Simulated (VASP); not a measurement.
# C (I4_1/amd) in VASP: a series of runs, part 2 of 2

VASP 6.6.1.

## (3) Single point, PBEsol

This run uses another cell than the first one, of the same volume but with other edges.

INCAR

```
SYSTEM = C
  PREC = Accurate
  ENCUT = 520
  EDIFF = 1E-7
  ISMEAR = 0
  SIGMA = 0.05
  LREAL = .False.
  LASPH = .True.
  NELM = 60
  ALGO = Normal
  ISIF = 2
  LWAVE = .False.
  LCHARG = .True.
  GGA = PS
  LELF = .True.
  LVHAR = .True.
  NBANDS = 11
```

KPOINTS

```
Automatic mesh
0
Gamma
  12 12 12
  0 0 0
```

POSCAR

```
C
1.0
    0.0000000000      2.0512865362      1.3333362485
    2.0512865362      0.0000000000      1.3333362485
    2.0512865362      2.0512865362      0.0000000000
C
2
Direct
    0.5000000000      0.5000000000      0.5000000000
    0.7500000000      0.7500000000      0.7500000000
```

Potentials or basis: VASP PAW PBE potentials, release 64 (C).

Run with:

```console
cat potpaw_PBE.64/C/POTCAR > POTCAR
mpirun -np 1 vasp_std > vasp.out
```

It took 11 s on 1 thread of Intel Xeon Platinum 8375C at 2.90GHz (Ice Lake), shared host; peak memory 0.12 GiB.

It converged, with:

```
Free energy            : -16.6200 eV
Pressure               : -0.3 GPa
Band gap on the k mesh : zero (band 4 reaches 13.21 eV, above the bottom of band 5 at 7.88 eV)
```

Stress tensor (GPa, compression positive):
```
-62.39   0.00   0.00
  0.00 -62.39   0.00
  0.00   0.00 123.95
```

Levels at points of the mesh, in eV from the Fermi level:
```tsv
k point	band 1	band 2	band 3	band 4	band 5	band 6	band 7	band 8
(0.00, 0.00, 0.00)	-21.76	-1.75	-1.75	3.03	4.07	8.86	8.86	10.99
(0.50, 0.00, 0.00)	-14.98	-13.14	-5.25	-1.35	2.48	6.17	10.85	15.30
(0.50, 0.50, 0.00)	-9.72	-9.72	-8.34	-8.34	-0.38	-0.38	16.97	16.97
(0.50, 0.00, 0.50)	-14.82	-14.82	-2.82	-2.82	9.57	9.57	10.89	10.89
```

Caveat: the PAW data sets were made with another functional, which shifts forces and pressure a little.

## (4) Single point, PBEsol

This run uses another cell than the first one, of the same volume but with other edges.

INCAR

```
SYSTEM = C
PREC = Accurate
ENCUT = 520
EDIFF = 1E-6
ISMEAR = 0
SIGMA = 0.05
LREAL = .FALSE.
LASPH = .TRUE.
NELM = 60
ALGO = Normal
ISIF = 2
LWAVE = .FALSE.
LCHARG = .FALSE.
GGA = PS
NBANDS = 11
```

KPOINTS

```
Automatic mesh
0
G
  12 12 12
  0 0 0
```

POSCAR

```
C
1.0
    0.0000000000      1.5522691584      2.3284037376
    1.5522691584      0.0000000000      2.3284037376
    1.5522691584      1.5522691584      0.0000000000
C
2
Direct
    0.5000000000      0.5000000000      0.5000000000
    0.7500000000      0.7500000000      0.7500000000
```

Potentials or basis: VASP PAW PBE potentials, release 64 (C).

Run with:

```console
cat potpaw_PBE.64/C/POTCAR > POTCAR
mpirun -np 1 vasp_std > vasp.out
```

OUTCAR:

```text
SYSTEM = C
   PREC = Accurate
   ENCUT = 520
   EDIFF = 1E-6
   ISMEAR = 0
   LREAL = .FALSE.
   LASPH = .TRUE.
   NELM = 60
   ISIF = 2
   GGA = PS

 ion  position               nearest neighbor table
   1  0.500  0.500  0.500-   2 1.60   2 1.60   2 1.60   2 1.60
   2  0.750  0.750  0.750-   1 1.60   1 1.60   1 1.60   1 1.60

  LATTYP: Found a body centered tetragonal cell.
 ALAT       =     2.1952400963
 C/A-ratio  =     2.1213203436

[... 525 lines left out ...]

 [... further k-points ...]

------------------------ aborting loop because EDIFF is reached ----------------------------------------

  FORCE on cell =-STRESS in cart. coord.  units (eV):
  Direction    XX          YY          ZZ          XY          YZ          ZX
  --------------------------------------------------------------------------------------
  -------------------------------------------------------------------------------------
  Total        9.6780960      9.6780960    -17.4761124      0.0000000      0.0000000      0.0000000
  in kB     1381.9049383   1381.9049383  -2495.3592040      0.0000000      0.0000000      0.0000000
  external PRESSURE =      89.4835575 kB  Pullay stress =       0.0000000 kB

 VOLUME and BASIS-vectors are now :
 -----------------------------------------------------------------------------
  energy-cutoff  :      520.00
  volume of cell :       11.22
      direct lattice vectors                 reciprocal lattice vectors
     0.000000000  1.552269158  2.328403738    -0.322109086  0.322109086  0.214739391
     1.552269158  0.000000000  2.328403738     0.322109086 -0.322109086  0.214739391
     1.552269158  1.552269158  0.000000000     0.322109086  0.322109086 -0.214739391

 POSITION                                       TOTAL-FORCE (eV/Angst)
 -----------------------------------------------------------------------------------
      1.55227      1.55227      2.32840        -0.000000     -0.000000     -0.000000
      2.32840      2.32840      3.49261         0.000000      0.000000      0.000000
 -----------------------------------------------------------------------------------
    total drift:                                0.000000      0.000000      0.000000

  FREE ENERGIE OF THE ION-ELECTRON SYSTEM (eV)
  ---------------------------------------------------
  free  energy   TOTEN  =       -15.0292882800 eV

  energy  without entropy=      -15.0285539572  energy(sigma->0) =      -15.02892112
```

Run time: 9.5 s. Hardware: 1 thread of Intel Xeon Platinum 8375C at 2.90GHz (Ice Lake), shared host; peak memory 0.13 GiB.

What came out:

```
Free energy            : -15.0293 eV
Pressure               : 8.9 GPa
Band gap on the k mesh : zero (band 4 reaches 13.20 eV, above the bottom of band 5 at 11.61 eV)
```

Caveat: the PAW data sets were made with another functional, which shifts forces and pressure a little.

## (5) Single point, PBEsol

This run uses another cell than the first one, of the same volume but with other edges.

INCAR

```
SYSTEM = C
ALGO = Normal
EDIFF = 1E-6
ENCUT = 910
GGA = PS
GGA_COMPAT = .False.
ISIF = 2
ISMEAR = 0
LASPH = .True.
LCHARG = .False.
LREAL = .False.
LWAVE = .False.
NBANDS = 11
NELM = 120
PREC = Accurate
SIGMA = 0.05
```

KPOINTS

```
k-points
0
Gamma
  12 12 12
  0 0 0
```

POSCAR

```
C
1.0
    0.0000000000      1.8758199042      1.5944469185
    1.8758199042      0.0000000000      1.5944469185
    1.8758199042      1.8758199042      0.0000000000
C
2
Direct
    0.5000000000      0.5000000000      0.5000000000
    0.7500000000      0.7500000000      0.7500000000
```

Potentials or basis: VASP PAW PBE potentials, release 64 (C_h).

Run with:

```console
cat potpaw_PBE.64/C_h/POTCAR > POTCAR
mpirun -np 1 vasp_std > vasp.out
```

Run time: 36 s. Hardware: 1 thread of AMD EPYC 7R43 (Zen 3), shared host; peak memory 0.13 GiB.

The run converged. Its results:

```yaml
Free_energy: -18.7684 eV
Pressure: 0.2 GPa
Band_gap_on_the_k_mesh: 0.16 eV, indirect (least direct gap 3.14 eV)
```

Stress tensor (GPa, compression positive):
```
-41.48   0.00   0.00
  0.00 -41.48   0.00
  0.00   0.00  83.70
```

Levels at points of the mesh, in eV from the valence-band top:
```csv
k point,band 1,band 2,band 3,band 4,band 5,band 6,band 7,band 8,band 9
"(0.00, 0.00, 0.00)",-23.05,-2.07,-2.07,0.00,3.14,5.11,5.11,11.95,18.01
"(0.50, 0.00, 0.00)",-17.04,-14.89,-5.47,-2.99,4.78,6.26,10.19,14.54,20.16
"(0.50, 0.50, 0.00)",-12.41,-12.41,-9.24,-9.24,0.84,0.84,15.88,15.88,23.02
"(0.50, 0.00, 0.50)",-15.02,-15.02,-6.74,-6.74,4.75,4.75,14.11,14.11,20.17
```

Caveat: the cutoff is under 1.25 times the usual one of these potentials, so pressure, stress and relaxed cells hold a basis-set (Pulay) error; the PAW data sets were made with another functional, which shifts forces and pressure a little.

## (6) Overview

| potentials or basis | cell | cutoff (eV) | second run | gap on the mesh (eV) | pressure (GPa) |
| --- | --- | --- | --- | --- | --- |
| VASP PAW PBE potentials, release 64 (C) | a = 2.670, b = 2.670, c = 2.302 Å, angles 64.5, 64.5, 51.1°, 2 atoms | 520 | - | 0.74 | 3.9 |
| VASP PAW PBE potentials, release 64 (C) | a = 2.447, b = 2.447, c = 2.901 Å, angles 53.6, 53.6, 72.7°, 2 atoms | 520 | - | none | -0.3 |
| VASP PAW PBE potentials, release 64 (C) | a = 2.798, b = 2.798, c = 2.195 Å, angles 66.9, 66.9, 46.2°, 2 atoms | 520 | - | none | 8.9 |
| VASP PAW PBE potentials, release 64 (C_h) | a = 2.462, b = 2.462, c = 2.653 Å, angles 57.4, 57.4, 65.2°, 2 atoms | 910 | hard_potentials | 0.16 | 0.2 |

Alike in all rows: task single point; level PBEsol; no spin polarisation; k mesh 12 × 12 × 12; smearing gaussian 0.05 eV.

Caveats: the PAW data sets were made with another functional, which shifts forces and pressure a little; the cutoff is under 1.25 times the usual one of these potentials, so pressure, stress and relaxed cells hold a basis-set (Pulay) error (some runs).

Total energies depend on the potentials used, so only differences within one code and one set of settings carry meaning.
